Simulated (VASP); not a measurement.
Sb2P3H:

```
Sb H P
1.0
     5.39708    0.00000    0.00000
     0.00000    5.39708    0.00000
     0.00000    0.00000    5.40765
Sb H P
2 1 3
Direct
  0.00000 0.50000 0.00000
  0.50000 0.00000 0.00000
  0.50000 0.50000 0.50000
  0.50000 0.50000 0.29579
  0.50000 0.50000 0.70421
  0.00000 0.00000 0.00000
```

The cell was generated, and may not be a known phase.

```yaml
Program: VASP 6.6.1
Task: relaxation of cell and atoms
Functional: PBE
Potentials_or_basis: VASP PAW PBE potentials, release 64 (Sb, H, P)
Cutoff: 600 eV
k_mesh: 4 × 4 × 4
Occupations: gaussian, width 0.1 eV
Spin: no spin polarisation
```

At the start: pressure 9.0 GPa; volume 26.25 Å³/atom.

Q: How do energy, volume and symmetry change on relaxing?

A: Over 14 steps the energy falls by 1126.6 meV/atom and the volume is 26.42 Å³/atom (+0.6 %); space group P4/mmm (No. 123, to 0.1 Å) before and after.

The path:
```csv
step,energy change (eV),largest force (eV/Å),pressure (GPa),volume (Å³)
1,0.0000,16.1290,8.98,157.52
2,-5.0122,3.0593,1.31,189.43
3,-6.4386,0.0820,-2.82,174.22
4,-6.4565,0.2151,-2.82,173.62
5,-6.4751,0.7296,-2.70,171.67
6,-6.4767,0.6464,-2.73,171.95
7,-6.6455,0.4376,-0.26,161.65
8,-6.6633,0.2743,0.96,157.74
9,-6.7470,0.1220,1.09,155.61
10,-6.7473,0.1648,1.12,155.45
11,-6.7573,0.1374,-0.38,159.54
12,-6.7592,0.0552,0.03,158.36
13,-6.7592,0.0594,0.01,158.41
14,-6.7594,0.0126,-0.02,158.52
```

Final structure:
```
Sb H P
1.0
     5.32876    0.00000    0.00000
     0.00000    5.32876    0.00000
     0.00000    0.00000    5.58240
Sb H P
2 1 3
Cartesian
  0.0000 2.6644 0.0000
  2.6644 0.0000 0.0000
  2.6644 2.6644 2.7912
  2.6644 2.6644 1.1387
  2.6644 2.6644 4.4437
  0.0000 0.0000 0.0000
```
